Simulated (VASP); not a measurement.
Runs of VASP 6.6.1 on Fe. The structure is that of space group Im-3m (No. 229), or close to it. The cells are those of the table. 

```tsv
potentials or basis	cell	cutoff (eV)	second run	gap on the mesh (eV)	pressure (GPa)
VASP PAW PBE potentials, release 64 (Fe_sv)	a = 2.372 Å, angles 109.5°, 1 atom	600	valence_matched	none	(a)
VASP PAW PBE potentials, release 64 (Fe)	a = 2.388 Å, angles 109.5°, 1 atom	520	-	none	-0.5
VASP PAW PBE potentials, release 64 (Fe)	a = 2.372 Å, angles 109.5°, 1 atom	520	-	none	4.3
VASP PAW PBE potentials, release 64 (Fe)	a = 2.499 Å, angles 109.5°, 1 atom	520	-	none	-26.9
VASP PAW PBE potentials, release 64 (Fe)	a = 2.413 Å, angles 109.5°, 1 atom	520	-	none	(b)
```

Alike in all rows: task single point; level PBE; no spin polarisation; k mesh 22 × 22 × 22; smearing gaussian 0.05 eV.

Q: Estimate the missing entries.

A: (a) 1.6; (b) -8.2.

Caveats: the run has no spin polarisation, though such a crystal can be magnetic.

A gap of «none» marks levels without a gap at the run's occupations.

The runs don't all hold the same shells in valence.
